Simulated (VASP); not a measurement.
Here is a VASP 6.6.1 calculation.

POSCAR

```
MgSe
1.0
    0.0000000000      2.7362756101      2.7362756101
    2.7362756101      0.0000000000      2.7362756101
    2.7362756101      2.7362756101      0.0000000000
Mg Se
1 1
Direct
    0.0000000000      0.0000000000      0.0000000000
    0.5000000000      0.5000000000      0.5000000000
```

File INCAR.step1:

```
  PREC = Accurate
  ENCUT = 520
  EDIFF = 1E-5
  ISMEAR = 0
  SIGMA = 0.01
  LREAL = False
  LASPH = True
  NELM = 120
  ALGO = Normal
  ISIF = 2
  LWAVE = True
  LCHARG = False
  NBANDS = 11
  GGA = PE
  GGA_COMPAT = False
```

INCAR.step2

```
  PREC = Accurate
  ENCUT = 520
  EDIFF = 1E-6
  ISMEAR = 0
  SIGMA = 0.01
  LREAL = False
  LASPH = True
  NELM = 120
  ALGO = Normal
  ISIF = 2
  LWAVE = False
  LCHARG = False
  GGA = PE
  LHFCALC = True
  AEXX = 0.25
  PRECFOCK = Normal
  NBANDS = 11
  ISTART = 1
  GGA_COMPAT = False
```

KPOINTS

```
regular mesh
0
Gamma
  6 6 6
```

Potentials or basis: VASP PAW PBE potentials, release 64 (Mg, Se).

Run with:

```sh
$ cat potpaw_PBE.64/Mg/POTCAR potpaw_PBE.64/Se/POTCAR > POTCAR
$ cp INCAR.step1 INCAR
$ mpirun -np 1 vasp_std > vasp.out
$ cp INCAR.step2 INCAR
$ mpirun -np 1 vasp_std > vasp.out
```

(1) Estimate the pressure.

(2) Estimate the band gap on the k mesh.

Answers

(1) -0.6 GPa.

(2) 3.33 eV (least direct gap 4.18 eV).

Caveat: the PAW data sets were made with another functional, which shifts forces and pressure a little.
